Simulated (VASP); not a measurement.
Here is a VASP 6.6.1 calculation.

File POSCAR:

```
MgO
1.0
    0.0000000000      2.1021674158      2.1021674158
    2.0948098299      0.0000000000      2.1021674158
    2.0948098299      2.1021674158      0.0000000000
Mg O
1 1
Direct
    0.0000000000      0.0000000000      0.0000000000
    0.5000000000      0.5000000000      0.5000000000
```

File INCAR.step1:

```
  PREC = Accurate
  ENCUT = 520
  ISMEAR = 0
  SIGMA = 0.01
  LREAL = False
  LASPH = True
  NELM = 80
  NBANDS = 11
  GGA = PE
  ALGO = Normal
  EDIFF = 1E-4
  LWAVE = True
  LCHARG = False
```

File INCAR.step2:

```
  PREC = Accurate
  ENCUT = 520
  EDIFF = 1E-6
  ISMEAR = 0
  SIGMA = 0.01
  LREAL = False
  LASPH = True
  NELM = 80
  ALGO = Normal
  ISIF = 2
  LWAVE = False
  LCHARG = False
  METAGGA = R2SCAN
  LMIXTAU = True
  NBANDS = 11
  ISTART = 1
```

File KPOINTS:

```
regular mesh
0
Gamma
  10 10 10
```

Potentials or basis: VASP PAW PBE potentials, release 64 (Mg, O).

Launch:

```console
$ cat potpaw_PBE.64/Mg/POTCAR potpaw_PBE.64/O/POTCAR > POTCAR
$ cp INCAR.step1 INCAR
$ mpirun -np 1 vasp_std > vasp.out
$ cp INCAR.step2 INCAR
$ mpirun -np 1 vasp_std > vasp.out
```

(1) What does it give for the pressure?

(2) Estimate the band gap on the k mesh.

Answers

(1) -0.5 GPa.

(2) 5.69 eV, direct.

Caveat: the cell differs from its parent crystal (uniaxial x strain -0.3%); the PAW data sets were made with another functional, which shifts forces and pressure a little.
